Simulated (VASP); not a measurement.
# Bi2Te (I4_1/amd) in VASP: single point with r2SCAN

Aim: the single point of Bi2Te with r2SCAN.

Everything below comes from runs of VASP 6.6.1. Logs are shortened: lines on timing, memory, paths and dates and some standing lists are left out, and cuts for length are marked.

### Step 1. The cell of the first run

Symmetry: I4_1/amd, No. 141, tetragonal system. Conventional cell: a = 8.285 Å, b = 8.285 Å, c = 6.189 Å, α = 90.00°, β = 90.00°, γ = 90.00°. Within 4.2 Å of Bi (site symmetry 2/m) lie 2 Te at 3.11 Å and 6 Bi at 3.31 to 4.14 Å. Te (site symmetry -4m2) has 4 Bi at 3.11 Å within 4.1 Å.

### Step 2. Single point, r2SCAN

Contents of POSCAR:

```
Bi2Te
1.0
   -4.1423825698      4.1423825698      3.0945182705
    4.1423825698     -4.1423825698      3.0945182705
    4.1423825698      4.1423825698     -3.0945182705
Bi Te
4 2
Direct
    0.3750000000      0.6250038910      0.7500038910
    0.8750000000      0.6249961090      0.2499961090
    0.3749961090      0.1250000000      0.7499961090
    0.3750038910      0.6250000000      0.2500038910
    0.0000000000      0.0000000000      0.0000000000
    0.7500000000      0.2500000000      0.5000000000
```

Contents of INCAR.step1:

```
PREC = Accurate
ENCUT = 520
ISMEAR = 0
SIGMA = 0.1
LREAL = F
LASPH = T
NELM = 80
NBANDS = 45
GGA = PE
ALGO = Normal
EDIFF = 1E-4
LWAVE = T
LCHARG = F
```

Contents of INCAR.step2:

```
PREC = Accurate
ENCUT = 520
EDIFF = 1E-7
ISMEAR = 0
SIGMA = 0.1
LREAL = F
LASPH = T
NELM = 80
ALGO = Normal
ISIF = 2
LWAVE = F
LCHARG = T
METAGGA = R2SCAN
LMIXTAU = T
LELF = T
LVHAR = T
NBANDS = 45
ISTART = 1
```

Contents of KPOINTS:

```
Automatic mesh
0
Gamma
  8 8 8
```

Potentials or basis: VASP PAW PBE potentials, release 64 (Bi_d, Te).

Launch:

```console
> cat potpaw_PBE.64/Bi_d/POTCAR potpaw_PBE.64/Te/POTCAR > POTCAR
> cp INCAR.step1 INCAR
> mpirun -np 1 vasp_std > vasp.out
> cp INCAR.step2 INCAR
> mpirun -np 1 vasp_std > vasp.out
```

OUTCAR:

```text
PREC = Accurate
   ENCUT = 520
   EDIFF = 1E-7
   ISMEAR = 0
   LREAL = F
   LASPH = T
   NELM = 80
   ISIF = 2
   METAGGA = R2SCAN
   ISTART = 1

 ion  position               nearest neighbor table
   1  0.375  0.625  0.750-   5 3.11   6 3.11   4 3.31   4 3.31   3 3.31   3 3.31
   2  0.875  0.625  0.250-   5 3.11   6 3.11   4 3.31   4 3.31   3 3.31   3 3.31
   3  0.375  0.125  0.750-   5 3.11   6 3.11   1 3.31   2 3.31   1 3.31   2 3.31
   4  0.375  0.625  0.250-   6 3.11   5 3.11   2 3.31   1 3.31   1 3.31   2 3.31
   5  0.000  0.000  0.000-   4 3.11   2 3.11   3 3.11   1 3.11
   6  0.750  0.250  0.500-   1 3.11   2 3.11   3 3.11   4 3.11

  LATTYP: Found a body centered tetragonal cell.
 ALAT       =     8.2847651396
 C/A-ratio  =     0.7470382608

  Lattice vectors:

 A1 = (  -4.1423825698,   4.1423825698,   3.0945182705)
 A2 = (   4.1423825698,  -4.1423825698,   3.0945182705)
 A3 = (   4.1423825698,   4.1423825698,  -3.0945182705)

Analysis of symmetry for initial positions (statically):
=====================================================================
 Subroutine PRICEL returns:
 Original cell was already a primitive cell.

 Routine SETGRP: Setting up the symmetry group for a
 body centered tetragonal supercell.

 Subroutine GETGRP returns: Found 16 space group operations
 (whereof  8 operations were pure point group operations)
 out of a pool of 16 trial point group operations.

The static configuration has the point symmetry D_2d.
 The point group associated with its full space group is D_4h.

Analysis of symmetry for dynamics (positions and initial velocities):
=====================================================================
 Subroutine PRICEL returns:
 Original cell was already a primitive cell.

 Routine SETGRP: Setting up the symmetry group for a
 body centered tetragonal supercell.

 Subroutine GETGRP returns: Found 16 space group operations
 (whereof  8 operations were pure point group operations)
 out of a pool of 16 trial point group operations.

The dynamic configuration has the point symmetry D_2d.
 The point group associated with its full space group is D_4h.

 Subroutine INISYM returns: Found 16 space group operations
 (whereof  8 operations are pure point group operations),
 and found     1 'primitive' translations

----------------------------------------------------------------------------------------

                                     Primitive cell

  volume of cell :     212.3995

  direct lattice vectors                    reciprocal lattice vectors
    -4.142382570  4.142382570  3.094518271     0.000000000  0.120703482  0.161576037
     4.142382570 -4.142382570  3.094518271     0.120703482  0.000000000  0.161576037
     4.142382570  4.142382570 -3.094518271     0.120703482  0.120703482  0.000000000

  length of vectors
     6.625308297  6.625308297  6.625308297     0.201683283  0.201683283  0.170700501

  position of ions in fractional coordinates (direct lattice)
     0.375000000  0.625003891  0.750003891
     0.875000000  0.624996109  0.249996109
     0.374996109  0.125000000  0.749996109
     0.375003891  0.625000000  0.250003891
     0.000000000  0.000000000  0.000000000
     0.750000000  0.250000000  0.500000000

  ion indices of the primitive-cell ions
   primitive index   ion index
                 1           1
                 2           2
                 3           3
                 4           4
                 5           5
                 6           6

----------------------------------------------------------------------------------------

 KPOINTS: Automatic mesh

Automatic generation of k-mesh.
 Grid dimensions read from file:
 generate k-points for:    8    8    8

 Generating k-lattice:

  Cartesian coordinates                     Fractional coordinates (reciprocal lattice)
     0.000000000  0.015087935  0.020197005     0.125000000  0.000000000  0.000000000
     0.015087935  0.000000000  0.020197005     0.000000000  0.125000000  0.000000000
     0.015087935  0.015087935  0.000000000     0.000000000  0.000000000  0.125000000

  Length of vectors
     0.025210410  0.025210410  0.021337563

  Shift w.r.t. Gamma in fractional coordinates (k-lattice)
     0.000000000  0.000000000  0.000000000

 Subroutine IBZKPT returns following result:
 ===========================================

 Found     59 irreducible k-points:

 Following reciprocal coordinates:
            Coordinates               Weight
  0.000000  0.000000  0.000000      1.000000
  0.125000  0.000000  0.000000      8.000000
  0.250000  0.000000  0.000000      8.000000
  0.375000  0.000000 -0.000000      8.000000
  0.500000  0.000000  0.000000      4.000000
  0.125000  0.125000  0.000000      8.000000
[... 16 lines left out ...]
  0.250000  0.125000  0.125000     16.000000
  0.375000  0.125000  0.125000      8.000000
 [... further k-points ...]
   k-points           NKPTS =     59   k-points in BZ     NKDIM =     59   number of bands    NBANDS=     45
   number of dos      NEDOS =    301   number of ions     NIONS =      6
   total plane-waves  NPLWV = 125000
   dimension x,y,z NGX =    50 NGY =   50 NGZ =   50
   dimension x,y,z NGXF=   100 NGYF=  100 NGZF=  100
   ions per type =               4   2
   NGX,Y,Z   is equivalent  to a cutoff of  12.55, 12.55, 12.55 a.u.
   NGXF,Y,Z  is equivalent  to a cutoff of  25.09, 25.09, 25.09 a.u.
 SYSTEM =  unknown system
   PREC   = accura    normal or accurate (medium, high low for compatibility)
   ISTART =      1    job   : 0-new  1-cont  2-samecut
   ICHARG =      0    charge: 1-file 2-atom 10-const
   ISPIN  =      1    spin polarized calculation?
   LNONCOLLINEAR =      F non collinear calculations
   LSORBIT =      F    spin-orbit coupling
   LASPH  =      T    aspherical Exc in radial PAW
   ENCUT  =  520.0 eV  38.22 Ry    6.18 a.u.  12.32 12.32 12.32*2*pi/ulx,y,z
   NELM   =     80;   NELMIN=  2; NELMDL=  0     # of ELM steps
   EDIFF  = 0.1E-06   stopping-criterion for ELM
   LREAL  =      F    real-space projection
   EDIFFG = 0.1E-05   stopping-criterion for IOM
   NSW    =      0    number of steps for IOM
   IBRION =     -1    ionic relax: 0-MD 1-quasi-New 2-CG
   NFREE  =      0    steps in history (QN), initial steepest desc. (CG)
   ISIF   =      2    stress and relaxation
   ISYM   =      2    0-nonsym 1-usesym 2-fastsym
   POTIM  = 0.5000    time-step for ionic-motion
   TEBEG  =    0.0;   TEEND  =   0.0 temperature during run
   PSTRESS=    0.0 pullay stress
   NELECT =      72.0000    total number of electrons
   NUPDOWN=      -1.0000    fix difference up-down
   EMIN   =  10.00;   EMAX   =-10.00  energy-range for DOS
   EFERMI =   0.00;   METHOD = LEGACY
   ISMEAR =     0;   SIGMA  =   0.10  broadening in eV -4-tet -1-fermi 0-gaus
   EFERMI_NEDOS =   21; number of points for ismear=-14 and -15
   IALGO  =     38    algorithm
   IMIX   =      4    mixing-type and parameters
     AMIX     =   0.40;   BMIX     =  1.00
     AMIX_MAG =   1.60;   BMIX_MAG =  1.00
  volume/ion in A,a.u.               =      35.40       238.89
  Fermi-wavevector in a.u.,A,eV,Ry     =   1.141479  2.157082 17.728035  1.302974
  Thomas-Fermi vector in A             =   2.278179
   LORBIT       =      0    0 simple, 1 ext, 2 COOP (PROOUT), +10 PAW based schemes
   METAGGA = R2SCAN    functional components
   LHFCALC =     F    Hartree Fock is set to
   AEXX    =    0.0000 exact exchange contribution
   IVDW    =     0    specifies the selected vdW correction
   LEPSILON=     F    determine dielectric tensor
   LRPA    =     F    only Hartree local field effects (RPA)
 non-spin polarized calculation
 Gauss-broadening in eV      SIGMA  =   0.10
  energy-cutoff  :      520.00
  volume of cell :      212.40
 maximum number of plane-waves:      5775
 NGX is ok and might be reduce to    50
   NGX = 25   NGY = 25   NGZ = 25

 number of electron      72.0000006 magnetization

 Free energy of the ion-electron system (eV)
  ---------------------------------------------------
  ext. energy  EPLUGINS =         0.00000000
  ---------------------------------------------------
  free energy    TOTEN  =      -285.14884053 eV

  energy without entropy =     -285.13694774  energy(sigma->0) =     -285.14289413

 E-fermi :   5.7765     XC(G=0):  -9.8699

 val. band max:        5.7703070812   @ k =   0.5000   0.5000   0.5000
 cond. band min:       5.7766296231   @ k =   0.5000   0.5000   0.1250
 fundamental gap:      0.0063225418
 Fermi energy:         5.7764808058

 k-point     1 :       0.0000    0.0000    0.0000
  band No.  band energies     occupation
      1     -17.9153      2.00000
      2     -17.9089      2.00000
      3     -17.8993      2.00000
      4     -17.8993      2.00000
      5     -17.8416      2.00000
      6     -17.8266      2.00000
[... 37 lines left out ...]
     44      10.7178      0.00000
     45      11.3991      0.00000

 k-point     2 :       0.1250    0.0000    0.0000
  band No.  band energies     occupation
      1     -17.9103      2.00000
      2     -17.9059      2.00000
      3     -17.8944      2.00000
      4     -17.8931      2.00000
      5     -17.8396      2.00000
      6     -17.8242      2.00000
[... 37 lines left out ...]
     44      10.4236      0.00000
     45      11.6848      0.00000

 k-point     3 :       0.2500    0.0000    0.0000
  band No.  band energies     occupation
      1     -17.9069      2.00000
      2     -17.9027      2.00000
      3     -17.8760      2.00000
      4     -17.8651      2.00000
      5     -17.8352      2.00000
      6     -17.8179      2.00000
[... 37 lines left out ...]
     44      10.1837      0.00000
     45      10.9345      0.00000

 k-point     4 :       0.3750    0.0000   -0.0000
  band No.  band energies     occupation
      1     -17.9061      2.00000
      2     -17.9007      2.00000
      3     -17.8489      2.00000
      4     -17.8310      2.00000
      5     -17.8216      2.00000
      6     -17.8100      2.00000
[... 901 lines left out ...]
     44      10.4128      0.00000
     45      10.7205      0.00000

 k-point    23 :       0.2500    0.1250    0.1250
  band No.  band energies     occupation
      1     -17.8964      2.00000
      2     -17.8930      2.00000
      3     -17.8713      2.00000
      4     -17.8294      2.00000
      5     -17.8085      2.00000
      6     -17.8046      2.00000
[... 37 lines left out ...]
     44       9.8846      0.00000
     45      11.2408      0.00000

 k-point    24 :       0.3750    0.1250    0.1250
  band No.  band energies     occupation
      1     -17.8962      2.00000
      2     -17.8923      2.00000
      3     -17.8431      2.00000
      4     -17.8393      2.00000
      5     -17.8152      2.00000
      6     -17.8032      2.00000
[... 37 lines left out ...]
     44       9.7907      0.00000
     45      11.2923      0.00000

 [... further k-points ...]

------------------------ aborting loop because EDIFF is reached ----------------------------------------

  FORCE on cell =-STRESS in cart. coord.  units (eV):
  Direction    XX          YY          ZZ          XY          YZ          ZX
  --------------------------------------------------------------------------------------
  -------------------------------------------------------------------------------------
  Total       -0.0158282     -0.0158282     -0.0234879      0.0000000      0.0000000      0.0000000
  in kB       -0.1193958     -0.1193958     -0.1771744      0.0000000      0.0000000      0.0000000
  external PRESSURE =      -0.1386553 kB  Pullay stress =       0.0000000 kB

 VOLUME and BASIS-vectors are now :
 -----------------------------------------------------------------------------
  energy-cutoff  :      520.00
  volume of cell :      212.40
      direct lattice vectors                 reciprocal lattice vectors
    -4.142382570  4.142382570  3.094518271     0.000000000  0.120703482  0.161576037
     4.142382570 -4.142382570  3.094518271     0.120703482  0.000000000  0.161576037
     4.142382570  4.142382570 -3.094518271     0.120703482  0.120703482  0.000000000

 POSITION                                       TOTAL-FORCE (eV/Angst)
 -----------------------------------------------------------------------------------
      4.14241      2.07119      0.77363         0.000000      0.000000      0.000000
     -0.00003      2.07119      3.86815        -0.000000      0.000000      0.000000
      2.07119      4.14235     -0.77363        -0.000000     -0.000000      0.000000
      2.07119      0.00003      2.32089        -0.000000     -0.000000      0.000000
      0.00000      0.00000      0.00000        -0.000000      0.000000     -0.000000
     -0.00000      4.14238      1.54726        -0.000000      0.000000      0.000000
 -----------------------------------------------------------------------------------
    total drift:                               -0.000000     -0.000000     -0.000000

  FREE ENERGIE OF THE ION-ELECTRON SYSTEM (eV)
  ---------------------------------------------------
  free  energy   TOTEN  =      -285.1488405294 eV

  energy  without entropy=     -285.1369477365  energy(sigma->0) =     -285.14289413
```

Wall time 74 min (1 thread of Oxide Virtual Turin-like, shared host); peak memory 0.63 GiB.

What came out:

- Free energy: -285.1488 eV
- Pressure: 0.0 GPa
- Band gap on the k mesh: zero (bands 36 and 37 overlap by 0.27 eV)

Levels at points of the mesh, in eV from the Fermi level:
| k point | band 33 | band 34 | band 35 | band 36 | band 37 | band 38 | band 39 | band 40 |
| --- | --- | --- | --- | --- | --- | --- | --- | --- |
| (0.00, 0.00, 0.00) | -2.44 | -2.08 | -2.08 | -1.19 | 2.28 | 2.68 | 2.68 | 3.40 |
| (0.50, 0.00, 0.00) | -1.62 | -1.10 | -0.16 | 0.06 | 0.14 | 0.44 | 1.18 | 2.46 |
| (0.50, 0.50, 0.00) | -1.09 | -1.09 | -0.88 | -0.88 | -0.03 | -0.03 | 1.90 | 1.90 |
| (0.50, 0.50, 0.50) | -0.32 | -0.32 | -0.03 | -0.03 | -0.01 | -0.01 | 0.49 | 0.49 |

Caveat: the PAW data sets were made with another functional, which shifts forces and pressure a little; spin-orbit coupling is left out, which moves the levels of the heavy elements.
